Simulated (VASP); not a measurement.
A run of VASP 6.6.1:

File INCAR:

```
  PREC = Accurate
  ENCUT = 520
  EDIFF = 1E-7
  ISMEAR = 0
  SIGMA = 0.02
  LREAL = F
  LASPH = T
  NELM = 60
  ALGO = Normal
  ISIF = 2
  LWAVE = F
  LCHARG = F
  GGA = PE
  NBANDS = 31
```

KPOINTS

```
Automatic mesh
0
Gamma
  12 12 4
```

POSCAR

```
Al3GaSb4
1.0
    4.3867065685      0.0000000000      0.0000000000
   -2.1933532843      3.7989993273      0.0000000000
    0.0000000000      0.0000000000     14.4492741000
Al Ga Sb
3 1 4
Direct
    0.0000000000      0.0000000000      0.2501910000
    0.6666666667      0.3333333333      0.9998790000
    0.6666666667      0.3333333333      0.5002530000
    0.0000000000      0.0000000000      0.7505670000
    0.0000000000      0.0000000000      0.4373300000
    0.0000000000      0.0000000000      0.9373120000
    0.6666666667      0.3333333333      0.1871380000
    0.6666666667      0.3333333333      0.6875300000
```

Potentials or basis: VASP PAW PBE potentials, release 64 (Al, Ga_d, Sb).

Launch:

```bash
$ cat potpaw_PBE.64/Al/POTCAR potpaw_PBE.64/Ga_d/POTCAR potpaw_PBE.64/Sb/POTCAR > POTCAR
$ mpirun -np 1 vasp_std > vasp.out
```

Hardware: 1 thread of AMD EPYC 9R45 96-Core Processor (Zen 5) (shared host).

Q: How long does it take, and how much memory?

A: Wall time 5.1 min on 1 thread of AMD EPYC 9R45 96-Core Processor (Zen 5), on a shared host, peak memory 0.68 GiB. Counts: scf iterations 16, k points 69.
